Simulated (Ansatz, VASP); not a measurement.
**C: VASP beside Ansatz**

Contents of INCAR:

```
PREC = Accurate
ENCUT = 1300
EDIFF = 1E-6
ISMEAR = 0
SIGMA = 0.05
LREAL = False
LASPH = True
NELM = 120
ALGO = Normal
ISIF = 2
LWAVE = False
LCHARG = False
GGA = CA
NBANDS = 26
GGA_COMPAT = False
```

The input KPOINTS:

```
Automatic mesh
0
Gamma
  6 6 6
```

Contents of POSCAR:

```
C
1.0
    3.5668000000      0.0000000000      0.0000000000
    0.0000000000     -3.5668000000      0.0000000000
    0.0000000000      0.0000000000     -3.5668000000
C
8
Direct
    0.5000000000      0.0000000000      0.0000000000
    0.0000000000      0.5000000000      0.0000000000
    0.0000000000      0.0000000000      0.5000000000
    0.5000000000      0.5000000000      0.5000000000
    0.7500000000      0.7500000000      0.7500000000
    0.2500000000      0.2500000000      0.7500000000
    0.2500000000      0.7500000000      0.2500000000
    0.7500000000      0.2500000000      0.2500000000
```

Input for Ansatz:

```yaml
crystal:
  lattice:
    - [3.5668, 0.0, 0.0]
    - [0.0, -3.5668, 0.0]
    - [0.0, 0.0, -3.5668]
  atoms:
    - { symbol: C, position: [0.5, 0.0, 0.0] }
    - { symbol: C, position: [0.0, 0.5, 0.0] }
    - { symbol: C, position: [0.0, 0.0, 0.5] }
    - { symbol: C, position: [0.5, 0.5, 0.5] }
    - { symbol: C, position: [0.75, 0.75, 0.75] }
    - { symbol: C, position: [0.25, 0.25, 0.75] }
    - { symbol: C, position: [0.25, 0.75, 0.25] }
    - { symbol: C, position: [0.75, 0.25, 0.25] }
basis:
  ecutwfc: 420
kpoints:
  mp_grid: { grid: [6, 6, 6] }
hamiltonian:
  xc: lda
scf:
  occupations: { method: gaussian, width: 0.05 }
output:
  forces: true
  stress: true
  eigenvalues: true
```

Alike in both runs: task single point; functional LDA; k mesh 6 × 6 × 6; occupations gaussian, width 0.05 eV; no spin polarisation.

|  | VASP | Ansatz |
| --- | --- | --- |
| version | VASP 6.6.1 | Ansatz 0.2.0 |
| potentials or method | VASP PAW LDA potentials, release 64 (C_h), cutoff 1300 eV | scalar-relativistic, plane waves, PAW |
| valence electrons in the cell | 32 | 32 |

Ansatz gave:

```
gap on the k mesh at the Fermi level (eV) : 4.13
least direct gap on the mesh (eV)         : 4.71
pressure (GPa)                            : -13.1
```

Task: Which values does VASP return?

Result: gap on the k mesh at the Fermi level (eV): 4.12; least direct gap on the mesh (eV): 4.71; pressure (GPa): -12.3.

LDA's correlation is that of Perdew and Zunger in VASP and of Perdew and Wang (1992) in Ansatz.
